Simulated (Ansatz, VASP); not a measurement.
One calculation of ZrS2, two programs

```xyz
3
Lattice="3.6914 0.0000 0.0000 -1.8457 3.1968 0.0000 0.0000 0.0000 6.0411" Properties=species:S:1:pos:R:3 pbc="T T T"
Zr    0.0000    0.0000    0.0000
S     1.8457    1.0656    4.6038
S     0.0000    2.1312    1.4372
```

Alike in both runs: task single point; functional PBEsol; k mesh 6 × 6 × 4; occupations gaussian, width 0.1 eV; no spin polarisation.

|  | VASP | Ansatz |
| --- | --- | --- |
| version | VASP 6.6.1 | Ansatz 0.2.0 |
| potentials or method | VASP PAW PBE potentials, release 64 (Zr_sv, S), cutoff 500 eV | scalar-relativistic, plane waves, PAW |
| valence electrons in the cell | 24 | 24 |

|  | VASP | Ansatz | Ansatz less VASP |
| --- | --- | --- | --- |
| gap on the k mesh at the Fermi level (eV) | 1.00 | 1.00 | -0.004 |
| least direct gap on the mesh (eV) | 1.58 | 1.58 | -0.007 |
| pressure (GPa) | -2.4 | -2.5 | -0.04 |
| traceless stress, the component that is largest in VASP (GPa) | 1.10 | 1.08 | -0.020 |
| rms of the force components (eV/Å) | 0.067 | 0.075 | +0.0082 |

VASP's potentials were made for PBE, not for PBEsol. Atom by atom the forces differ by 0.008 eV/Å (rms over components).
